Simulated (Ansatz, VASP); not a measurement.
**Two plane-wave programs on TlGa**

```
Tl Ga
1.0
     0.00000    2.99702    2.99702
     2.99702    0.00000    2.99702
     2.99702    2.99702    0.00000
Tl Ga
1 1
Direct
  0.00000 0.00000 0.00000
  0.50000 0.50000 0.50000
```

Change from the starting cell: species swapped into the CaTe type (Fm-3m, No. 225).

Alike in both runs: functional PBE; k mesh 16 × 16 × 16; occupations gaussian, width 0.1 eV; no spin polarisation.

Ansatz relaxed the structure, and its values are those at the end. VASP's run is a single point on that final structure, the one shown.

|  | VASP | Ansatz |
| --- | --- | --- |
| version | VASP 6.6.1 | Ansatz 0.2.0 |
| potentials or method | VASP PAW PBE potentials, release 64 (Tl_d, Ga_d), cutoff 500 eV | scalar-relativistic, plane waves, PAW |
| valence electrons in the cell | 26 | 26 |

|  | VASP | Ansatz | Ansatz less VASP |
| --- | --- | --- | --- |
| gap on the k mesh at the Fermi level (eV) | none | none | - |
| pressure (GPa) | 0.0 | 0.0 | -0.01 |

A gap of «none» marks a metal or a gap that the smearing closes.

Neither program's run includes spin-orbit coupling.
